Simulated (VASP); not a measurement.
# Ag (Im-3m) in VASP: further runs

Ag is run at these levels: PBEsol; tasks: single point, relaxation of cell and atoms.

Everything below comes from runs of VASP 6.6.1. Logs are shortened: lines on timing, memory, paths and dates and some standing lists are left out, and cuts for length are marked.

## 1. The cell of the first run

Symmetry: Im-3m, No. 229, cubic system. Conventional cell: a = 3.227 Å, b = 3.227 Å, c = 3.227 Å, α = 90.00°, β = 90.00°, γ = 90.00°. Within 3.7 Å of Ag (site symmetry m-3m) lie 14 Ag at 2.79 to 3.23 Å.

## 2. Single point, PBEsol

INCAR

```
SYSTEM = Ag
PREC = Accurate ; ENCUT = 500
EDIFF = 1E-6 ; ISMEAR = 0
SIGMA = 0.1 ; LREAL = .FALSE.
LASPH = .TRUE. ; NELM = 120
ALGO = Normal ; ISIF = 2
LWAVE = .FALSE. ; LCHARG = .FALSE.
GGA = PS ; NBANDS = 12
GGA_COMPAT = .FALSE.
```

KPOINTS

```
regular mesh
0
G
  8 8 8
  0 0 0
```

POSCAR

```
Ag
1.0
   -1.6135879156      1.6135879156      1.6135879156
    1.6135879156     -1.6135879156      1.6135879156
    1.6135879156      1.6135879156     -1.6135879156
Ag
1
Direct
    0.0000000000      0.0000000000      0.0000000000
```

Potentials or basis: VASP PAW PBE potentials, release 64 (Ag).

Launch:

```sh
$ cat potpaw_PBE.64/Ag/POTCAR > POTCAR
$ mpirun -np 1 vasp_std > vasp.out
```

OUTCAR:

```text
SYSTEM = Ag
   PREC = Accurate
   ENCUT = 500
   EDIFF = 1E-6
   ISMEAR = 0
   LREAL = .FALSE.
   LASPH = .TRUE.
   NELM = 120
   ISIF = 2
   GGA = PS

 ion  position               nearest neighbor table
   1  0.000  0.000  0.000-

  LATTYP: Found a body centered cubic cell.
 ALAT       =     3.2271758312

  Lattice vectors:

 A1 = (  -1.6135879156,   1.6135879156,   1.6135879156)
 A2 = (   1.6135879156,  -1.6135879156,   1.6135879156)
 A3 = (   1.6135879156,   1.6135879156,  -1.6135879156)

Analysis of symmetry for initial positions (statically):
=====================================================================
 Subroutine PRICEL returns:
 Original cell was already a primitive cell.

 Routine SETGRP: Setting up the symmetry group for a
 body centered cubic supercell.

 Subroutine GETGRP returns: Found 48 space group operations
 (whereof 48 operations were pure point group operations)
 out of a pool of 48 trial point group operations.

The static configuration has the point symmetry O_h .

Analysis of symmetry for dynamics (positions and initial velocities):
=====================================================================
 Subroutine PRICEL returns:
 Original cell was already a primitive cell.

 Routine SETGRP: Setting up the symmetry group for a
 body centered cubic supercell.

 Subroutine GETGRP returns: Found 48 space group operations
 (whereof 48 operations were pure point group operations)
 out of a pool of 48 trial point group operations.

The dynamic configuration has the point symmetry O_h .

 Subroutine INISYM returns: Found 48 space group operations
 (whereof 48 operations are pure point group operations),
 and found     1 'primitive' translations

----------------------------------------------------------------------------------------

                                     Primitive cell

  volume of cell :      16.8050

  direct lattice vectors                    reciprocal lattice vectors
    -1.613587916  1.613587916  1.613587916     0.000000000  0.309868458  0.309868458
     1.613587916 -1.613587916  1.613587916     0.309868458  0.000000000  0.309868458
     1.613587916  1.613587916 -1.613587916     0.309868458  0.309868458  0.000000000

  length of vectors
     2.794816252  2.794816252  2.794816252     0.438220177  0.438220177  0.438220177

  position of ions in fractional coordinates (direct lattice)
     0.000000000  0.000000000  0.000000000

  ion indices of the primitive-cell ions
   primitive index   ion index
                 1           1

----------------------------------------------------------------------------------------

 KPOINTS: regular mesh

Automatic generation of k-mesh.
 Grid dimensions read from file:
 generate k-points for:    8    8    8

 Generating k-lattice:

  Cartesian coordinates                     Fractional coordinates (reciprocal lattice)
     0.000000000  0.038733557  0.038733557     0.125000000  0.000000000  0.000000000
     0.038733557  0.000000000  0.038733557     0.000000000  0.125000000  0.000000000
     0.038733557  0.038733557  0.000000000     0.000000000  0.000000000  0.125000000

  Length of vectors
     0.054777522  0.054777522  0.054777522

  Shift w.r.t. Gamma in fractional coordinates (k-lattice)
     0.000000000  0.000000000  0.000000000

 Subroutine IBZKPT returns following result:
 ===========================================

 Found     29 irreducible k-points:

 Following reciprocal coordinates:
            Coordinates               Weight
  0.000000  0.000000  0.000000      1.000000
  0.125000  0.000000  0.000000     12.000000
  0.250000  0.000000  0.000000     12.000000
  0.375000  0.000000  0.000000     12.000000
  0.500000  0.000000  0.000000      6.000000
  0.125000  0.125000  0.000000     24.000000
[... 16 lines left out ...]
 -0.250000  0.250000  0.250000      6.000000
 -0.375000  0.375000  0.250000     24.000000
 [... further k-points ...]
   k-points           NKPTS =     29   k-points in BZ     NKDIM =     29   number of bands    NBANDS=     12
   number of dos      NEDOS =    301   number of ions     NIONS =      1
   total plane-waves  NPLWV =   8000
   dimension x,y,z NGX =    20 NGY =   20 NGZ =   20
   dimension x,y,z NGXF=    40 NGYF=   40 NGZF=   40
   ions per type =               1
   NGX,Y,Z   is equivalent  to a cutoff of  11.90, 11.90, 11.90 a.u.
   NGXF,Y,Z  is equivalent  to a cutoff of  23.79, 23.79, 23.79 a.u.
 SYSTEM =  Ag
   PREC   = accura    normal or accurate (medium, high low for compatibility)
   ISTART =      0    job   : 0-new  1-cont  2-samecut
   ICHARG =      2    charge: 1-file 2-atom 10-const
   ISPIN  =      1    spin polarized calculation?
   LNONCOLLINEAR =      F non collinear calculations
   LSORBIT =      F    spin-orbit coupling
   LASPH  =      T    aspherical Exc in radial PAW
   ENCUT  =  500.0 eV  36.75 Ry    6.06 a.u.   5.10  5.10  5.10*2*pi/ulx,y,z
   NELM   =    120;   NELMIN=  2; NELMDL= -5     # of ELM steps
   EDIFF  = 0.1E-05   stopping-criterion for ELM
   LREAL  =      F    real-space projection
   EDIFFG = 0.1E-04   stopping-criterion for IOM
   NSW    =      0    number of steps for IOM
   IBRION =     -1    ionic relax: 0-MD 1-quasi-New 2-CG
   NFREE  =      0    steps in history (QN), initial steepest desc. (CG)
   ISIF   =      2    stress and relaxation
   ISYM   =      2    0-nonsym 1-usesym 2-fastsym
   POTIM  = 0.5000    time-step for ionic-motion
   TEBEG  =    0.0;   TEEND  =   0.0 temperature during run
   PSTRESS=    0.0 pullay stress
   NELECT =      11.0000    total number of electrons
   NUPDOWN=      -1.0000    fix difference up-down
   EMIN   =  10.00;   EMAX   =-10.00  energy-range for DOS
   EFERMI =   0.00;   METHOD = LEGACY
   ISMEAR =     0;   SIGMA  =   0.10  broadening in eV -4-tet -1-fermi 0-gaus
   EFERMI_NEDOS =   21; number of points for ismear=-14 and -15
   IALGO  =     38    algorithm
   IMIX   =      4    mixing-type and parameters
     AMIX     =   0.40;   BMIX     =  1.00
     AMIX_MAG =   1.60;   BMIX_MAG =  1.00
  volume/ion in A,a.u.               =      16.80       113.41
  Fermi-wavevector in a.u.,A,eV,Ry     =   1.421433  2.686119 27.490192  2.020472
  Thomas-Fermi vector in A             =   2.542243
   LORBIT       =      0    0 simple, 1 ext, 2 COOP (PROOUT), +10 PAW based schemes
   GGA     = PS    functional components
   LHFCALC =     F    Hartree Fock is set to
   AEXX    =    0.0000 exact exchange contribution
   IVDW    =     0    specifies the selected vdW correction
   LEPSILON=     F    determine dielectric tensor
   LRPA    =     F    only Hartree local field effects (RPA)
 non-spin polarized calculation
 Gauss-broadening in eV      SIGMA  =   0.10
  energy-cutoff  :      500.00
  volume of cell :       16.80
 maximum number of plane-waves:       436
   NGX = 11   NGY = 11   NGZ = 11

 number of electron      10.9999993 magnetization

 Free energy of the ion-electron system (eV)
  ---------------------------------------------------
  ext. energy  EPLUGINS =         0.00000000
  ---------------------------------------------------
  free energy    TOTEN  =        -3.22571348 eV

  energy without entropy =       -3.22015252  energy(sigma->0) =       -3.22293300

 E-fermi :   8.5645     XC(G=0): -12.5011

 val. band max:        8.5621803221   @ k =   0.3750   0.1250   0.0000
 cond. band min:       8.7167916832   @ k =   0.2500   0.2500   0.0000
 fundamental gap:      0.1546113611
 Fermi energy:         8.5645232760

 k-point     1 :       0.0000    0.0000    0.0000
  band No.  band energies     occupation
      1       0.5028      2.00000
      2       3.4842      2.00000
      3       3.4842      2.00000
      4       3.4842      2.00000
      5       4.8641      2.00000
      6       4.8641      2.00000
      7      26.4326      0.00000
      8      26.4326      0.00000
      9      26.4326      0.00000
     10      32.9626      0.00000
     11      32.9627      0.00000
     12      32.9848      0.00000

 k-point     2 :       0.1250    0.0000    0.0000
  band No.  band energies     occupation
      1       1.0083      2.00000
      2       3.3572      2.00000
      3       3.5067      2.00000
      4       3.7833      2.00000
      5       4.7420      2.00000
      6       4.8744      2.00000
      7      25.0212      0.00000
      8      26.1003      0.00000
      9      26.8052      0.00000
     10      30.0542      0.00000
     11      30.2768      0.00000
     12      30.4657      0.00000

 k-point     3 :       0.2500    0.0000    0.0000
  band No.  band energies     occupation
      1       2.0021      2.00000
      2       3.0630      2.00000
      3       3.9373      2.00000
      4       4.5713      2.00000
      5       4.6488      2.00000
      6       4.9110      2.00000
      7      20.5686      0.00000
      8      24.2168      0.00000
      9      26.8796      0.00000
     10      27.6398      0.00000
     11      29.2611      0.00000
     12      31.2667      0.00000
[... 286 lines left out ...]
 k-point    23 :      -0.2500    0.2500    0.2500
  band No.  band energies     occupation
      1       2.9873      2.00000
      2       3.3672      2.00000
      3       3.9856      2.00000
      4       3.9856      2.00000
      5       4.5194      2.00000
      6       6.5285      2.00000
      7      21.6873      0.00000
      8      21.6873      0.00000
      9      22.4946      0.00000
     10      22.9147      0.00000
     11      33.7784      0.00000
     12      33.7784      0.00000

 k-point    24 :      -0.3750    0.3750    0.2500
  band No.  band energies     occupation
      1       2.7436      2.00000
      2       3.0428      2.00000
      3       3.9905      2.00000
      4       4.4083      2.00000
      5       5.3182      2.00000
      6       8.8288      0.00019
      7      17.0489      0.00000
      8      19.5303      0.00000
      9      22.0695      0.00000
     10      24.5000      0.00000
     11      31.8500      0.00000
     12      33.7987      0.00000

 [... further k-points ...]

------------------------ aborting loop because EDIFF is reached ----------------------------------------

  FORCE on cell =-STRESS in cart. coord.  units (eV):
  Direction    XX          YY          ZZ          XY          YZ          ZX
  --------------------------------------------------------------------------------------
  -------------------------------------------------------------------------------------
  Total       -0.0410352     -0.0410352     -0.0410352     -0.0000000     -0.0000000      0.0000000
  in kB       -3.9122704     -3.9122704     -3.9122704     -0.0000000     -0.0000000      0.0000000
  external PRESSURE =      -3.9122704 kB  Pullay stress =       0.0000000 kB

 VOLUME and BASIS-vectors are now :
 -----------------------------------------------------------------------------
  energy-cutoff  :      500.00
  volume of cell :       16.80
      direct lattice vectors                 reciprocal lattice vectors
    -1.613587916  1.613587916  1.613587916     0.000000000  0.309868458  0.309868458
     1.613587916 -1.613587916  1.613587916     0.309868458  0.000000000  0.309868458
     1.613587916  1.613587916 -1.613587916     0.309868458  0.309868458  0.000000000

 POSITION                                       TOTAL-FORCE (eV/Angst)
 -----------------------------------------------------------------------------------
      0.00000      0.00000      0.00000         0.000000      0.000000     -0.000000
 -----------------------------------------------------------------------------------
    total drift:                                0.000000     -0.000000      0.000000

  FREE ENERGIE OF THE ION-ELECTRON SYSTEM (eV)
  ---------------------------------------------------
  free  energy   TOTEN  =        -3.2257134783 eV

  energy  without entropy=       -3.2201525188  energy(sigma->0) =       -3.22293300
```

Run time: 7.7 s. Hardware: 1 thread of Intel Xeon Platinum 8375C at 2.90GHz (Ice Lake), shared host; peak memory 0.12 GiB.

Results:

| Property | Result |
| --- | --- |
| Free energy | -3.2257 eV |
| Pressure | -0.4 GPa |

Caveat: the PAW data sets were made with another functional, which shifts forces and pressure a little.

## 3. Relaxation of cell and atoms, PBEsol

INCAR

```
SYSTEM = Ag
ALGO     = Normal         ! electronic algorithm
EDIFF    = 1E-7           ! SCF threshold, eV
EDIFFG   = -0.04          ! ionic threshold
ENCUT    = 500            ! plane-wave cutoff, eV
GGA      = PS             ! functional
GGA_COMPAT= .FALSE.      
IBRION   = 2              ! ionic algorithm
ISIF     = 3              ! what is computed and relaxed
ISMEAR   = 0              ! smearing method
LASPH    = .TRUE.         ! aspherical terms in the spheres
LCHARG   = .FALSE.        ! write CHGCAR
LREAL    = .FALSE.        ! projectors in reciprocal space
LWAVE    = .FALSE.        ! write WAVECAR
NELM     = 120            ! most SCF steps
NELMIN   = 4            
NSW      = 90             ! ionic steps
PREC     = Accurate       ! precision mode
SIGMA    = 0.1            ! smearing width, eV
```

KPOINTS

```
k-points
0
G
  8 8 8
  0 0 0
```

POSCAR is that of step 2.

Potentials or basis: VASP PAW PBE potentials, release 64 (Ag).

Launch:

```sh
$ cat potpaw_PBE.64/Ag/POTCAR > POTCAR
$ mpirun -np 1 vasp_std > vasp.out
```

OUTCAR:

```text
SYSTEM = Ag
   EDIFF = 1E-7
   EDIFFG = -0.04
   ENCUT = 500
   GGA = PS
   IBRION = 2
   ISIF = 3
   ISMEAR = 0
   LASPH = .TRUE.
   LREAL = .FALSE.
   NELM = 120
   NELMIN = 4
   NSW = 90
   PREC = Accurate

 ion  position               nearest neighbor table
   1  0.000  0.000  0.000-

  LATTYP: Found a body centered cubic cell.
 ALAT       =     3.2271758312

  Lattice vectors:

 A1 = (  -1.6135879156,   1.6135879156,   1.6135879156)
 A2 = (   1.6135879156,  -1.6135879156,   1.6135879156)
 A3 = (   1.6135879156,   1.6135879156,  -1.6135879156)

Analysis of symmetry for initial positions (statically):
=====================================================================
 Subroutine PRICEL returns:
 Original cell was already a primitive cell.

 Routine SETGRP: Setting up the symmetry group for a
 body centered cubic supercell.

 Subroutine GETGRP returns: Found 48 space group operations
 (whereof 48 operations were pure point group operations)
[... 210 lines left out ...]
 val. band max:        8.6442347213   @ k =   0.3750   0.1250   0.0000
 cond. band min:       8.8061342296   @ k =   0.2500   0.2500   0.0000
 fundamental gap:      0.1618995083
 Fermi energy:         8.6469042362

 k-point     1 :       0.0000    0.0000    0.0000
  band No.  band energies     occupation
      1       0.5416      2.00000
      2       3.5446      2.00000
      3       3.5446      2.00000
      4       3.5446      2.00000
      5       4.9379      2.00000
      6       4.9379      2.00000
      7      26.5358      0.00000
      8      26.5358      0.00000
      9      26.5358      0.00000
[... 265 lines left out ...]
 k-point    24 :      -0.3750    0.3750    0.2500
  band No.  band energies     occupation
      1       2.7943      2.00000
      2       3.0961      2.00000
      3       4.0550      2.00000
      4       4.4768      2.00000
      5       5.3968      2.00000
      6       8.9158      0.00014
      7      17.1707      0.00000
      8      19.6576      0.00000
      9      22.2009      0.00000

 [... further k-points ...]

------------------------ aborting loop because EDIFF is reached ----------------------------------------

  FORCE on cell =-STRESS in cart. coord.  units (eV):
  Direction    XX          YY          ZZ          XY          YZ          ZX
  --------------------------------------------------------------------------------------
  -------------------------------------------------------------------------------------
  Total        0.0250281      0.0250281      0.0250281     -0.0000000      0.0000000      0.0000000
  in kB        2.4001819      2.4001819      2.4001819     -0.0000000      0.0000000      0.0000000
  external PRESSURE =       2.4001819 kB  Pullay stress =       0.0000000 kB

 VOLUME and BASIS-vectors are now :
 -----------------------------------------------------------------------------
  energy-cutoff  :      500.00
  volume of cell :       16.71
      direct lattice vectors                 reciprocal lattice vectors
    -1.610440189  1.610440189  1.610440189     0.000000000  0.310474120  0.310474120
     1.610440189 -1.610440189  1.610440189     0.310474120  0.000000000  0.310474120
     1.610440189  1.610440189 -1.610440189     0.310474120  0.310474120  0.000000000

 POSITION                                       TOTAL-FORCE (eV/Angst)
 -----------------------------------------------------------------------------------
      1.61044     -1.61044      1.61044         0.000000     -0.000000      0.000000
 -----------------------------------------------------------------------------------
    total drift:                               -0.000000      0.000000     -0.000000

  FREE ENERGIE OF THE ION-ELECTRON SYSTEM (eV)
  ---------------------------------------------------
  free  energy   TOTEN  =        -3.2257458378 eV

  energy  without entropy=       -3.2202330861  energy(sigma->0) =       -3.22298946

 reached required accuracy - stopping structural energy minimisation
```

OSZICAR:

```text
N       E                     dE             d eps       ncg     rms          rms(c)
DAV:   1     0.425512862582E+02    0.42551E+02   -0.56102E+03   546   0.107E+03
DAV:   2    -0.321329183412E+01   -0.45765E+02   -0.43849E+02   528   0.203E+02
DAV:   3    -0.358337345962E+01   -0.37008E+00   -0.37002E+00   593   0.226E+01
DAV:   4    -0.358405602777E+01   -0.68257E-03   -0.68257E-03   557   0.951E-01
DAV:   5    -0.358406074225E+01   -0.47145E-05   -0.47144E-05   583   0.783E-02    0.579E+00
DAV:   6    -0.324035938905E+01    0.34370E+00   -0.16925E+00   537   0.139E+01    0.350E+00
DAV:   7    -0.322995796807E+01    0.10401E-01   -0.11666E-02   535   0.115E+00    0.198E+00
DAV:   8    -0.322570179400E+01    0.42562E-02   -0.79042E-04   552   0.246E-01    0.730E-02
DAV:   9    -0.322571037208E+01   -0.85781E-05   -0.11247E-05   566   0.323E-02    0.111E-02
DAV:  10    -0.322571364931E+01   -0.32772E-05   -0.22329E-06   561   0.167E-02    0.432E-03
DAV:  11    -0.322571347468E+01    0.17463E-06   -0.65355E-08   299   0.278E-03    0.350E-04
DAV:  12    -0.322571344178E+01    0.32904E-07   -0.57389E-09   275   0.829E-04
   1 F= -.32257134E+01 E0= -.32229330E+01  d E =-.322571E+01
       N       E                     dE             d eps       ncg     rms          rms(c)
DAV:   1    -0.323098737973E+01   -0.52739E-02   -0.98765E-02   523   0.386E+00    0.462E-01
DAV:   2    -0.322588155328E+01    0.51058E-02   -0.23488E-02   522   0.165E+00    0.140E-01
DAV:   3    -0.322577122270E+01    0.11033E-03   -0.25690E-04   549   0.160E-01    0.919E-02
DAV:   4    -0.322574588186E+01    0.25341E-04   -0.44788E-05   545   0.606E-02    0.535E-03
DAV:   5    -0.322574583776E+01    0.44101E-07   -0.26339E-07   531   0.568E-03
   2 F= -.32257458E+01 E0= -.32229895E+01  d E =-.323960E-04
```

Wall time 9.6 s (1 thread of Intel Xeon Platinum 8375C at 2.90GHz (Ice Lake), shared host); peak memory 0.13 GiB.

What came out:

- Free energy: -3.2257 eV
- Relaxed volume: 16.71 Å³/atom
- Relaxed cell: a = 2.789 Å, b = 2.789 Å, c = 2.789 Å, α = 109.47°, β = 109.47°, γ = 109.47°
- Space group after relaxing (to 0.05 Å): Im-3m (No. 229)
- Energy gained by relaxing: 0.0 meV/atom
- Ionic steps: 2
- Pressure after relaxing: 0.2 GPa

Final structure:
```
Ag
1.0
    -1.61044    1.61044    1.61044
     1.61044   -1.61044    1.61044
     1.61044    1.61044   -1.61044
Ag
1
Direct
  0.00000 0.00000 0.00000
```

Caveat: the PAW data sets were made with another functional, which shifts forces and pressure a little.
